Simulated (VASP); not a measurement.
# BN (P6_3mc) in VASP: a series of runs

The runs below take BN through single point, relaxation of cell and atoms, with PBE.

All numbers are computed with VASP 6.6.1; they aren't measurements. Logs are shortened: lines on timing, memory, paths and dates and some standing lists are left out, and cuts for length are marked.

## (1) The cell of the first run

It takes space group P6_3mc (No. 186, hexagonal). Conventional cell: a = 2.555 Å, b = 2.555 Å, c = 4.225 Å, α = 90.00°, β = 90.00°, γ = 120.00°. Within 2.1 Å of B (site symmetry 3m) lie 4 N at 1.57 to 1.58 Å. N (site symmetry 3m) has 4 B at 1.57 to 1.58 Å within 2.1 Å.

## (2) Single point, PBE

Input file INCAR:

```
ALGO = Normal ; EDIFF = 1E-6
ENCUT = 600 ; GGA = PE
GGA_COMPAT = F ; ISIF = 2
ISMEAR = 0 ; LASPH = T
LCHARG = F ; LREAL = F
LWAVE = F ; NBANDS = 16
NELM = 120 ; PREC = Accurate
SIGMA = 0.02
```

Input file KPOINTS:

```
k-points
0
Gamma
  12 12 6
```

Input file POSCAR:

```
BN
1.0
    2.5545074439      0.0000000000      0.0000000000
   -1.2772537220      2.2122683406      0.0000000000
    0.0000000000      0.0000000000      4.2245399816
B N
2 2
Direct
    0.6666666667      0.3333333333      0.0001894528
    0.3333333333      0.6666666667      0.5001894528
    0.6666666667      0.3333333333      0.3748105472
    0.3333333333      0.6666666667      0.8748105472
```

Potentials or basis: VASP PAW PBE potentials, release 64 (B, N).

Run with:

```sh
> cat potpaw_PBE.64/B/POTCAR potpaw_PBE.64/N/POTCAR > POTCAR
> mpirun -np 1 vasp_std > vasp.out
```

OUTCAR:

```text
EDIFF = 1E-6
   ENCUT = 600
   GGA = PE
   ISIF = 2
   ISMEAR = 0
   LASPH = T
   LREAL = F
   NELM = 120
   PREC = Accurate

 ion  position               nearest neighbor table
   1  0.667  0.333  0.000-   4 1.57   4 1.57   4 1.57   3 1.58
   2  0.333  0.667  0.500-   3 1.57   3 1.57   3 1.57   4 1.58
   3  0.667  0.333  0.375-   2 1.57   2 1.57   2 1.57   1 1.58
   4  0.333  0.667  0.875-   1 1.57   1 1.57   1 1.57   2 1.58

  LATTYP: Found a hexagonal cell.
 ALAT       =     2.5545074439
 C/A-ratio  =     1.6537591197

  Lattice vectors:

 A1 = (   2.5545074439,   0.0000000000,   0.0000000000)
 A2 = (  -1.2772537220,   2.2122683406,   0.0000000000)
 A3 = (   0.0000000000,   0.0000000000,   4.2245399816)

Analysis of symmetry for initial positions (statically):
=====================================================================
 Subroutine PRICEL returns:
 Original cell was already a primitive cell.

 Routine SETGRP: Setting up the symmetry group for a
 hexagonal supercell.

 Subroutine GETGRP returns: Found 12 space group operations
 (whereof  6 operations were pure point group operations)
 out of a pool of 24 trial point group operations.

The static configuration has the point symmetry C_3v.
 The point group associated with its full space group is C_6v.

Analysis of symmetry for dynamics (positions and initial velocities):
=====================================================================
 Subroutine PRICEL returns:
 Original cell was already a primitive cell.

 Routine SETGRP: Setting up the symmetry group for a
 hexagonal supercell.

 Subroutine GETGRP returns: Found 12 space group operations
 (whereof  6 operations were pure point group operations)
 out of a pool of 24 trial point group operations.

The dynamic configuration has the point symmetry C_3v.
 The point group associated with its full space group is C_6v.

 Subroutine INISYM returns: Found 12 space group operations
 (whereof  6 operations are pure point group operations),
 and found     1 'primitive' translations

----------------------------------------------------------------------------------------

                                     Primitive cell

  volume of cell :      23.8740

  direct lattice vectors                    reciprocal lattice vectors
     2.554507444  0.000000000  0.000000000     0.391464900  0.226012365  0.000000000
    -1.277253722  2.212268341  0.000000000     0.000000000  0.452024730  0.000000000
     0.000000000  0.000000000  4.224539982     0.000000000  0.000000000  0.236712164

  length of vectors
     2.554507444  2.554507444  4.224539982     0.452024730  0.452024730  0.236712164

  position of ions in fractional coordinates (direct lattice)
     0.666666667  0.333333333  0.000189453
     0.333333333  0.666666667  0.500189453
     0.666666667  0.333333333  0.374810547
     0.333333333  0.666666667  0.874810547

  ion indices of the primitive-cell ions
   primitive index   ion index
                 1           1
                 2           2
                 3           3
                 4           4

----------------------------------------------------------------------------------------

 KPOINTS: k-points

Automatic generation of k-mesh.
 Grid dimensions read from file:
 generate k-points for:   12   12    6

 Generating k-lattice:

  Cartesian coordinates                     Fractional coordinates (reciprocal lattice)
     0.032622075  0.018834364  0.000000000     0.083333333  0.000000000  0.000000000
     0.000000000  0.037668728  0.000000000     0.000000000  0.083333333  0.000000000
     0.000000000  0.000000000  0.039452027     0.000000000  0.000000000  0.166666667

  Length of vectors
     0.037668728  0.037668728  0.039452027

  Shift w.r.t. Gamma in fractional coordinates (k-lattice)
     0.000000000  0.000000000  0.000000000

 Subroutine IBZKPT returns following result:
 ===========================================

 Found     76 irreducible k-points:

 Following reciprocal coordinates:
            Coordinates               Weight
  0.000000  0.000000  0.000000      1.000000
  0.083333 -0.000000  0.000000      6.000000
  0.166667  0.000000  0.000000      6.000000
  0.250000 -0.000000  0.000000      6.000000
  0.333333  0.000000  0.000000      6.000000
  0.416667 -0.000000  0.000000      6.000000
[... 16 lines left out ...]
  0.250000 -0.000000  0.166667     12.000000
  0.333333  0.000000  0.166667     12.000000
 [... further k-points ...]
   k-points           NKPTS =     76   k-points in BZ     NKDIM =     76   number of bands    NBANDS=     16
   number of dos      NEDOS =    301   number of ions     NIONS =      4
   total plane-waves  NPLWV =  14400
   dimension x,y,z NGX =    20 NGY =   20 NGZ =   36
   dimension x,y,z NGXF=    40 NGYF=   40 NGZF=   72
   ions per type =               2   2
   NGX,Y,Z   is equivalent  to a cutoff of  13.02, 13.02, 14.17 a.u.
   NGXF,Y,Z  is equivalent  to a cutoff of  26.03, 26.03, 28.33 a.u.
 SYSTEM =  unknown system
   PREC   = accura    normal or accurate (medium, high low for compatibility)
   ISTART =      0    job   : 0-new  1-cont  2-samecut
   ICHARG =      2    charge: 1-file 2-atom 10-const
   ISPIN  =      1    spin polarized calculation?
   LNONCOLLINEAR =      F non collinear calculations
   LSORBIT =      F    spin-orbit coupling
   LASPH  =      T    aspherical Exc in radial PAW
   ENCUT  =  600.0 eV  44.10 Ry    6.64 a.u.   5.10  5.10  8.44*2*pi/ulx,y,z
   NELM   =    120;   NELMIN=  2; NELMDL= -5     # of ELM steps
   EDIFF  = 0.1E-05   stopping-criterion for ELM
   LREAL  =      F    real-space projection
   EDIFFG = 0.1E-04   stopping-criterion for IOM
   NSW    =      0    number of steps for IOM
   IBRION =     -1    ionic relax: 0-MD 1-quasi-New 2-CG
   NFREE  =      0    steps in history (QN), initial steepest desc. (CG)
   ISIF   =      2    stress and relaxation
   ISYM   =      2    0-nonsym 1-usesym 2-fastsym
   POTIM  = 0.5000    time-step for ionic-motion
   TEBEG  =    0.0;   TEEND  =   0.0 temperature during run
   PSTRESS=    0.0 pullay stress
   NELECT =      16.0000    total number of electrons
   NUPDOWN=      -1.0000    fix difference up-down
   EMIN   =  10.00;   EMAX   =-10.00  energy-range for DOS
   EFERMI =   0.00;   METHOD = LEGACY
   ISMEAR =     0;   SIGMA  =   0.02  broadening in eV -4-tet -1-fermi 0-gaus
   EFERMI_NEDOS =   21; number of points for ismear=-14 and -15
   IALGO  =     38    algorithm
   IMIX   =      4    mixing-type and parameters
     AMIX     =   0.40;   BMIX     =  1.00
     AMIX_MAG =   1.60;   BMIX_MAG =  1.00
  volume/ion in A,a.u.               =       5.97        40.28
  Fermi-wavevector in a.u.,A,eV,Ry     =   1.432650  2.707315 27.925757  2.052485
  Thomas-Fermi vector in A             =   2.552254
   LORBIT       =      0    0 simple, 1 ext, 2 COOP (PROOUT), +10 PAW based schemes
   GGA     = PE    functional components
   LHFCALC =     F    Hartree Fock is set to
   AEXX    =    0.0000 exact exchange contribution
   IVDW    =     0    specifies the selected vdW correction
   LEPSILON=     F    determine dielectric tensor
   LRPA    =     F    only Hartree local field effects (RPA)
 non-spin polarized calculation
 Gauss-broadening in eV      SIGMA  =   0.02
  energy-cutoff  :      600.00
  volume of cell :       23.87
 maximum number of plane-waves:       807
   NGX = 11   NGY = 11   NGZ = 17

 number of electron      16.0000003 magnetization

 Free energy of the ion-electron system (eV)
  ---------------------------------------------------
  ext. energy  EPLUGINS =         0.00000000
  ---------------------------------------------------
  free energy    TOTEN  =       -34.83991292 eV

  energy without entropy =      -34.83991292  energy(sigma->0) =      -34.83991292

 E-fermi :   7.5255     XC(G=0): -12.7616

 val. band max:        7.4287417947   @ k =   0.0000   0.0000   0.0000
 cond. band min:      12.6392986444   @ k =   0.3333   0.3333   0.0000
 fundamental gap:      5.2105568498
 Fermi energy:         7.5255280446

 k-point     1 :       0.0000    0.0000    0.0000
  band No.  band energies     occupation
      1     -12.8574      2.00000
      2      -8.7505      2.00000
      3      -3.3908      2.00000
      4       5.3258      2.00000
      5       5.3258      2.00000
      6       7.1672      2.00000
[... 8 lines left out ...]
     15      19.2533      0.00000
     16      23.5178      0.00000

 k-point     2 :       0.0833   -0.0000    0.0000
  band No.  band energies     occupation
      1     -12.7075      2.00000
      2      -8.6358      2.00000
      3      -3.2421      2.00000
      4       4.6377      2.00000
      5       5.0463      2.00000
      6       6.8559      2.00000
[... 8 lines left out ...]
     15      19.6887      0.00000
     16      23.2944      0.00000

 k-point     3 :       0.1667    0.0000    0.0000
  band No.  band energies     occupation
      1     -12.2627      2.00000
      2      -8.3077      2.00000
      3      -2.8017      2.00000
      4       2.9853      2.00000
      5       4.3900      2.00000
      6       5.4491      2.00000
[... 8 lines left out ...]
     15      20.8218      0.00000
     16      22.6539      0.00000

 k-point     4 :       0.2500   -0.0000    0.0000
  band No.  band energies     occupation
      1     -11.5404      2.00000
      2      -7.8288      2.00000
      3      -2.0907      2.00000
      4       1.0299      2.00000
      5       3.6547      2.00000
      6       3.6925      2.00000
[... 8 lines left out ...]
     15      22.2872      0.00000
     16      22.7222      0.00000
[... 324 lines left out ...]
 k-point    22 :       0.1667    0.0000    0.1667
  band No.  band energies     occupation
      1     -12.1010      2.00000
      2      -8.8271      2.00000
      3      -2.0204      2.00000
      4       3.1291      2.00000
      5       4.5202      2.00000
      6       5.0114      2.00000
[... 8 lines left out ...]
     15      20.5107      0.00000
     16      22.6192      0.00000

 k-point    23 :       0.2500   -0.0000    0.1667
  band No.  band energies     occupation
      1     -11.3837      2.00000
      2      -8.2898      2.00000
      3      -1.4554      2.00000
      4       1.2482      2.00000
      5       3.2618      2.00000
      6       3.7923      2.00000
[... 8 lines left out ...]
     15      21.9557      0.00000
     16      22.7921      0.00000

 k-point    24 :       0.3333    0.0000    0.1667
  band No.  band energies     occupation
      1     -10.4360      2.00000
      2      -7.7143      2.00000
      3      -1.3132      2.00000
      4       0.1260      2.00000
      5       1.4968      2.00000
      6       3.1778      2.00000
[... 8 lines left out ...]
     15      23.3254      0.00000
     16      23.5750      0.00000

 [... further k-points ...]

------------------------ aborting loop because EDIFF is reached ----------------------------------------

  FORCE on cell =-STRESS in cart. coord.  units (eV):
  Direction    XX          YY          ZZ          XY          YZ          ZX
  --------------------------------------------------------------------------------------
  -------------------------------------------------------------------------------------
  Total       -0.0028603     -0.0028603     -0.0088068      0.0000000      0.0000000      0.0000000
  in kB       -0.1919510     -0.1919510     -0.5910260      0.0000000      0.0000000      0.0000000
  external PRESSURE =      -0.3249760 kB  Pullay stress =       0.0000000 kB

 VOLUME and BASIS-vectors are now :
 -----------------------------------------------------------------------------
  energy-cutoff  :      600.00
  volume of cell :       23.87
      direct lattice vectors                 reciprocal lattice vectors
     2.554507444  0.000000000  0.000000000     0.391464900  0.226012365  0.000000000
    -1.277253722  2.212268341  0.000000000     0.000000000  0.452024730  0.000000000
     0.000000000  0.000000000  4.224539982     0.000000000  0.000000000  0.236712164

 POSITION                                       TOTAL-FORCE (eV/Angst)
 -----------------------------------------------------------------------------------
      1.27725      0.73742      0.00080        -0.000000      0.000000      0.001984
     -0.00000      1.47485      2.11307         0.000000     -0.000000      0.001984
      1.27725      0.73742      1.58340         0.000000     -0.000000     -0.001984
     -0.00000      1.47485      3.69567        -0.000000      0.000000     -0.001984
 -----------------------------------------------------------------------------------
    total drift:                               -0.000000     -0.000000     -0.000222

  FREE ENERGIE OF THE ION-ELECTRON SYSTEM (eV)
  ---------------------------------------------------
  free  energy   TOTEN  =       -34.8399129179 eV

  energy  without entropy=      -34.8399129179  energy(sigma->0) =      -34.83991292
```

Wall time 26 s (1 thread of AMD EPYC 7R43 (Zen 3), shared host); peak memory 0.12 GiB.

What came out:

```yaml
Free_energy: -34.8399 eV
Pressure: 0.0 GPa
Band_gap_on_the_k_mesh: 5.21 eV (least direct gap 8.24 eV)
```

Levels at points of the mesh, in eV from the valence-band top:
```csv
k point,band 6,band 7,band 8,band 9,band 10,band 11
"(0.00, 0.00, 0.00)",-0.26,0.00,0.00,8.33,8.33,8.55
"(0.50, 0.00, 0.00)",-4.93,-4.36,-2.09,6.68,7.94,10.56
"(0.00, 0.00, 0.50)",-1.16,-1.16,-1.16,9.40,9.40,9.88
"(0.50, 0.00, 0.50)",-3.73,-3.53,-3.53,6.56,6.56,9.97
```

A k mesh can miss the band edges. Expect the measured gap to be larger: semilocal functionals such as PBE lack the derivative discontinuity.

## (3) Relaxation of cell and atoms, PBE

This run uses another cell than the first one, of 5.85 Å³/atom.

Input file INCAR:

```
PREC = Accurate
ENCUT = 600
EDIFF = 1E-7
ISMEAR = 0
SIGMA = 0.02
LREAL = False
LASPH = True
NELM = 120
ALGO = Normal
ISIF = 3
LWAVE = False
LCHARG = False
GGA = PE
IBRION = 2
NSW = 100
EDIFFG = -0.002
GGA_COMPAT = False
NELMIN = 4
```

Input file KPOINTS:

```
regular mesh
0
Gamma
  12 12 6
```

Input file POSCAR:

```
BN
1.0
    2.5360000000      0.0000000000      0.0000000000
   -1.2680000000      2.1962404240      0.0000000000
    0.0000000000      0.0000000000      4.1990000000
B N
2 2
Direct
    0.6666666667      0.3333333333      0.0000000000
    0.3333333333      0.6666666667      0.5000000000
    0.6666666667      0.3333333333      0.3750000000
    0.3333333333      0.6666666667      0.8750000000
```

Potentials or basis: VASP PAW PBE potentials, release 64 (B, N).

Run with:

```sh
> cat potpaw_PBE.64/B/POTCAR potpaw_PBE.64/N/POTCAR > POTCAR
> mpirun -np 1 vasp_std > vasp.out
```

OUTCAR:

```text
PREC = Accurate
   ENCUT = 600
   EDIFF = 1E-7
   ISMEAR = 0
   LREAL = False
   LASPH = True
   NELM = 120
   ISIF = 3
   GGA = PE
   IBRION = 2
   NSW = 100
   EDIFFG = -0.002
   NELMIN = 4

 ion  position               nearest neighbor table
   1  0.667  0.333  0.000-   4 1.56   4 1.56   4 1.56   3 1.57
   2  0.333  0.667  0.500-   3 1.56   3 1.56   3 1.56   4 1.57
   3  0.667  0.333  0.375-   2 1.56   2 1.56   2 1.56   1 1.57
   4  0.333  0.667  0.875-   1 1.56   1 1.56   1 1.56   2 1.57

  LATTYP: Found a hexagonal cell.
 ALAT       =     2.5360000000
 C/A-ratio  =     1.6557570978

  Lattice vectors:

 A1 = (   2.5360000000,   0.0000000000,   0.0000000000)
 A2 = (  -1.2680000000,   2.1962404240,   0.0000000000)
 A3 = (   0.0000000000,   0.0000000000,   4.1990000000)

Analysis of symmetry for initial positions (statically):
[... 469 lines left out ...]
      5       5.3263      2.00000
      6       7.1671      2.00000
      7       7.4300      2.00000
      8       7.4300      2.00000
      9      15.7622      0.00000
     10      15.7622      0.00000
     11      15.9830      0.00000
     12      16.8360      0.00000
[... 331 lines left out ...]
 k-point    24 :       0.3333    0.0000    0.1667
  band No.  band energies     occupation
      1     -10.4357      2.00000
      2      -7.7137      2.00000
      3      -1.3130      2.00000
      4       0.1263      2.00000
      5       1.4975      2.00000
      6       3.1783      2.00000
      7       4.9668      2.00000
      8       5.5447      2.00000
      9      14.2627      0.00000
     10      15.7262      0.00000
     11      18.2943      0.00000
     12      18.3621      0.00000

 [... further k-points ...]

------------------------ aborting loop because EDIFF is reached ----------------------------------------

  FORCE on cell =-STRESS in cart. coord.  units (eV):
  Direction    XX          YY          ZZ          XY          YZ          ZX
  --------------------------------------------------------------------------------------
  -------------------------------------------------------------------------------------
  Total       -0.0002194     -0.0002194     -0.0015365     -0.0000000      0.0000000      0.0000000
  in kB       -0.0147269     -0.0147269     -0.1031207     -0.0000000      0.0000000      0.0000000
  external PRESSURE =      -0.0441915 kB  Pullay stress =       0.0000000 kB
[... 19 lines left out ...]
  FREE ENERGIE OF THE ION-ELECTRON SYSTEM (eV)
  ---------------------------------------------------
  free  energy   TOTEN  =       -34.8384201165 eV

  energy  without entropy=      -34.8384201165  energy(sigma->0) =      -34.83842012

 reached required accuracy - stopping structural energy minimisation
```

OSZICAR:

```text
N       E                     dE             d eps       ncg     rms          rms(c)
DAV:   1     0.615261729511E+02    0.61526E+02   -0.95659E+03  1824   0.146E+03
DAV:   2    -0.338478651495E+02   -0.95374E+02   -0.89028E+02  2588   0.315E+02
DAV:   3    -0.367873363127E+02   -0.29395E+01   -0.29243E+01  2420   0.540E+01
[... 58 lines left out ...]
       N       E                     dE             d eps       ncg     rms          rms(c)
DAV:   1    -0.348384215696E+02   -0.29176E-05   -0.52070E-05  2188   0.757E-02    0.884E-03
DAV:   2    -0.348384202033E+02    0.13663E-05   -0.35661E-06  2236   0.185E-02    0.316E-03
DAV:   3    -0.348384201175E+02    0.85817E-07   -0.50801E-07  2092   0.661E-03    0.949E-04
DAV:   4    -0.348384201165E+02    0.99408E-09   -0.39279E-08  1008   0.198E-03
   8 F= -.34838420E+02 E0= -.34838420E+02  d E =-.318109E-05
```

CONTCAR:

```text
BN
   1.00000000000000
     2.5544964016250020    0.0000000000000000   -0.0000000000000000
    -1.2772482008125010    2.2122587776859097    0.0000000000000000
    -0.0000000000000000   -0.0000000000000000    4.2243999898337981
  B               N
     2     2
Direct
     0.6666666667000030    0.3333333332999970    0.0001992095351444
     0.3333333332999970    0.6666666667000030    0.5001992095351443
     0.6666666667000030    0.3333333332999970    0.3748007904648556
     0.3333333332999970    0.6666666667000030    0.8748007904648557

  0.00000000E+00  0.00000000E+00  0.00000000E+00
  0.00000000E+00  0.00000000E+00  0.00000000E+00
  0.00000000E+00  0.00000000E+00  0.00000000E+00
  0.00000000E+00  0.00000000E+00  0.00000000E+00
```

Wall time 87 s (1 thread of AMD EPYC 7R43 (Zen 3), shared host); peak memory 0.11 GiB.

Results:

```yaml
Free_energy: -34.8384 eV
Relaxed_volume: 5.97 Å³/atom
Relaxed_cell: a = 2.554 Å, b = 2.554 Å, c = 4.224 Å, α = 90.00°, β = 90.00°, γ = 120.00°
Space_group_after_relaxing_to_0.1_Å: P6_3mc (No. 186)
Energy_gained_by_relaxing: 3.0 meV/atom
Ionic_steps: 8
Pressure_after_relaxing: 0.0 GPa
Band_gap_on_the_k_mesh: 5.21 eV (least direct gap 8.24 eV)
```

The path:
```csv
step,energy change (eV),largest force (eV/Å),pressure (GPa),volume (Å³)
1,0.0000,0.0578,7.99,23.39
2,0.0010,0.1020,-7.70,24.39
3,-0.0120,0.0246,0.02,23.87
4,-0.0120,0.0230,0.16,23.86
5,-0.0120,0.0237,0.09,23.87
6,-0.0121,0.0016,0.13,23.86
7,-0.0121,0.0009,-0.08,23.88
8,-0.0121,0.0001,0.00,23.87
```

Final structure:
```
B N
1.0
     2.55450    0.00000    0.00000
    -1.27725    2.21226    0.00000
     0.00000    0.00000    4.22440
B N
2 2
Cartesian
  1.2772 0.7374 0.0008
  0.0000 1.4748 2.1130
  1.2772 0.7374 1.5833
  0.0000 1.4748 3.6955
```
